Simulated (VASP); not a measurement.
A run of VASP 6.6.1 is set up as follows.

Contents of POSCAR:

```
BAs
1.0
    0.0000000000      2.4397555408      2.3919171969
    2.3919171969      0.0000000000      2.3919171969
    2.3919171969      2.4397555408      0.0000000000
B As
1 1
Direct
    0.0000000000      0.0000000000      0.0000000000
    0.7500000000      0.7500000000      0.7500000000
```

INCAR.step1

```
PREC     = Accurate       # precision mode
ENCUT    = 520            # plane-wave cutoff, eV
ISMEAR   = 0              # smearing method
SIGMA    = 0.05           # smearing width, eV
LREAL    = False          # projectors in reciprocal space
LASPH    = True           # aspherical terms in the spheres
NELM     = 60             # most SCF steps
NBANDS   = 11             # bands
GGA      = PE             # functional
ALGO     = Normal         # electronic algorithm
EDIFF    = 1E-4           # SCF threshold, eV
LWAVE    = True           # write WAVECAR
LCHARG   = False          # write CHGCAR
```

File INCAR.step2:

```
PREC     = Accurate       # precision mode
ENCUT    = 520            # plane-wave cutoff, eV
EDIFF    = 1E-6           # SCF threshold, eV
ISMEAR   = 0              # smearing method
SIGMA    = 0.05           # smearing width, eV
LREAL    = False          # projectors in reciprocal space
LASPH    = True           # aspherical terms in the spheres
NELM     = 60             # most SCF steps
ALGO     = Normal         # electronic algorithm
ISIF     = 2              # what is computed and relaxed
LWAVE    = False          # write WAVECAR
LCHARG   = True           # write CHGCAR
METAGGA  = R2SCAN         # meta-GGA
LMIXTAU  = True         
LELF     = True           # ELF
LVHAR    = True         
NBANDS   = 11             # bands
ISTART   = 1
```

Contents of KPOINTS:

```
regular mesh
0
Gamma
  10 10 10
```

Potentials or basis: VASP PAW PBE potentials, release 64 (B, As).

Run with:

```bash
$ cat potpaw_PBE.64/B/POTCAR potpaw_PBE.64/As/POTCAR > POTCAR
$ cp INCAR.step1 INCAR
$ mpirun -np 1 vasp_std > vasp.out
$ cp INCAR.step2 INCAR
$ mpirun -np 1 vasp_std > vasp.out
```

Question: Estimate the band gap on the k mesh.

Answer: 1.24 eV, indirect (least direct gap 3.31 eV).

Question: Estimate the pressure.

Answer: -2.5 GPa.

Stress tensor (GPa, compression positive):
```
-1.00  0.00  0.00
 0.00 -5.44  0.00
 0.00  0.00 -1.00
```

Caveat: the cell differs from its parent crystal (strain +0.0200 x Voigt [0, 1, 0, 0, 0, 0]); the PAW data sets were made with another functional, which shifts forces and pressure a little. A k mesh can miss the band edges.
